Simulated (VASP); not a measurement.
P, 1 atom in the cell. Symmetry: Im-3m, No. 229, cubic system. Conventional cell: a = 2.993 Å, b = 2.993 Å, c = 2.993 Å, α = 90.00°, β = 90.00°, γ = 90.00°. P (site symmetry m-3m) has 14 P at 2.59 to 2.99 Å within 3.4 Å. This isn't the form of P at room conditions, which is orthorhombic.

| Property | Result |
| --- | --- |
| Program | VASP 6.6.1 |
| Task | single point |
| Functional | r2SCAN |
| Dispersion | D3(BJ) |
| Potentials or basis | VASP PAW PBE potentials, release 64 (P) |
| Cutoff | 520 eV |
| k mesh | 20 × 20 × 20 |
| Occupations | gaussian, width 0.05 eV |
| Spin | no spin polarisation |
| Dipole correction | no |
| Further INCAR settings | ALGO = Normal; EDIFF = 1e-07; NBANDS = 8 |

Potentials or basis: VASP PAW PBE potentials, release 64 (P).

Launch:

```console
$ cat potpaw_PBE.64/P/POTCAR > POTCAR
$ cp INCAR.step1 INCAR
$ mpirun -np 1 vasp_std > vasp.out
$ cp INCAR.step2 INCAR
$ mpirun -np 1 vasp_std > vasp.out
```

Hardware: 1 thread of Intel Xeon 8259CL, on a shared host.

Question: How long does it take, and how much memory?

Answer: It took 2.4 min on 1 thread of Intel Xeon 8259CL, on a shared host, peak memory 0.15 GiB. Counts: k points 256.
